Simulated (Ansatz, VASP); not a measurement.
BaTiO3: VASP beside Ansatz

File INCAR:

```
SYSTEM = BaTiO3
ALGO     = Normal         ! electronic algorithm
EDIFF    = 1E-6           ! SCF threshold, eV
ENCUT    = 520            ! plane-wave cutoff, eV
GGA      = PE             ! functional
ISIF     = 2              ! what is computed and relaxed
ISMEAR   = 0              ! smearing method
LASPH    = .True.         ! aspherical terms in the spheres
LCHARG   = .True.         ! write CHGCAR
LELF     = .True.         ! ELF
LREAL    = .False.        ! projectors in reciprocal space
LVHAR    = .True.       
LWAVE    = .False.        ! write WAVECAR
NBANDS   = 28             ! bands
NELM     = 100            ! most SCF steps
PREC     = Accurate       ! precision mode
SIGMA    = 0.01           ! smearing width, eV
```

The input KPOINTS:

```
k-points
0
Gamma
  4 4 4
  0 0 0
```

Contents of POSCAR:

```
BaTiO3
1.0
    3.9738700000      0.0491400000     -0.0376400000
    0.0491400000      4.2095200000     -0.0094600000
   -0.0378100000     -0.0095100000      3.9934200000
Ba Ti O
1 1 3
Direct
    0.0097585132      0.9970453354      0.0281718274
    0.5262100000      0.5032200000      0.4668900000
    0.4648300000      0.5315200000      0.0142500000
    0.4559600000      0.9838900000      0.4934600000
    0.0050800000      0.4811500000      0.5275000000
```

Input for Ansatz:

```yaml
crystal:
  lattice:
    - [3.97387, 0.04914, -0.03764]
    - [0.04914, 4.20952, -0.00946]
    - [-0.03781, -0.00951, 3.99342]
  atoms:
    - { symbol: Ba, position: [0.009758513190171368, 0.9970453354159741, 0.028171827383424025] }
    - { symbol: Ti, position: [0.52621, 0.50322, 0.46689] }
    - { symbol: O, position: [0.46483, 0.53152, 0.01425] }
    - { symbol: O, position: [0.45596, 0.98389, 0.49346] }
    - { symbol: O, position: [0.00508, 0.48115, 0.5275] }
basis:
  ecutwfc: 540.0
  xc_grid: 2
kpoints:
  mp_grid:
    grid: [4, 4, 4]
hamiltonian:
  xc: pbe
scf:
  convergence:
    dr2_threshold: 1.0e-09
  occupations:
    method: fixed
output:
  forces: true
  stress: true
```

Alike in both runs: task single point; functional PBE; k mesh 4 × 4 × 4; no spin polarisation.

|  | VASP | Ansatz |
| --- | --- | --- |
| version | VASP 6.6.1 | Ansatz 0.2.0 |
| potentials or method | VASP PAW PBE potentials, release 64 (Ba_sv, Ti_sv, O), cutoff 520 eV | plane waves, PAW |
| occupations | gaussian, width 0.01 eV | fixed |
| valence electrons in the cell | 40 | 40 |

|  | VASP | Ansatz | Ansatz less VASP |
| --- | --- | --- | --- |
| pressure (GPa) | 1.5 | -0.2 | -1.70 |
| traceless stress, the component that is largest in VASP (GPa) | -5.80 | -5.43 | +0.372 |
| rms of the force components (eV/Å) | 0.800 | 0.766 | -0.0337 |

Atom by atom the forces differ by 0.069 eV/Å (rms over components). Ansatz's warnings: stress scf threshold loose.

Neither program's run includes spin-orbit coupling.
